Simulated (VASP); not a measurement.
Wanted: the native input for a VASP 6.6.1 run.

* Task: single point
* Functional: PBE
* Potentials or basis: VASP PAW PBE potentials, release 64 (Ta_pv, As)
* Cutoff: 520 eV
* k mesh: 6 × 6 × 4
* Occupations: gaussian, width 0.1 eV
* Spin: no spin polarisation
* Dipole correction: no
* Further INCAR settings: ALGO = Normal; EDIFF = 1e-06; NBANDS = 24

The structure of TaAs lies in POSCAR:

```
TaAs
1.0
    3.3569241406      0.0000000000      0.0000000000
   -1.6784620703      2.9071815843      0.0000000000
    0.0000000000      0.0000000000      8.4420953407
Ta As
2 2
Direct
    0.3333333333      0.6666666667      0.0408332297
    0.6666666667      0.3333333333      0.5408332297
    0.3333333333      0.6666666667      0.3412667703
    0.6666666667      0.3333333333      0.8412667703
```

One way to write it, as run:

INCAR

```
SYSTEM = TaAs
ALGO = Normal
EDIFF = 1E-6
ENCUT = 520
GGA = PE
ISIF = 2
ISMEAR = 0
LASPH = .TRUE.
LCHARG = .TRUE.
LELF = .TRUE.
LREAL = .FALSE.
LVHAR = .TRUE.
LWAVE = .FALSE.
NBANDS = 24
NELM = 80
PREC = Accurate
SIGMA = 0.1
```

KPOINTS

```
k-points
0
G
  6 6 4
  0 0 0
```

Potentials or basis: VASP PAW PBE potentials, release 64 (Ta_pv, As).

Command:

```bash
$ cat potpaw_PBE.64/Ta_pv/POTCAR potpaw_PBE.64/As/POTCAR > POTCAR
$ mpirun -np 1 vasp_std > vasp.out
```

It gave:

The pressure is 0.3 GPa. The largest force is 0.017 eV/Å and the band gap on the k mesh is zero (bands 16 and 17 overlap by 0.16 eV).

Caveat: the k points lie up to 0.36 Å⁻¹ apart; spin-orbit coupling is left out, which moves the levels of the heavy elements.

It took 24 s on 1 thread of Intel(R) Xeon(R) 6975P-C (Granite Rapids), on a shared host, peak memory 0.22 GiB.
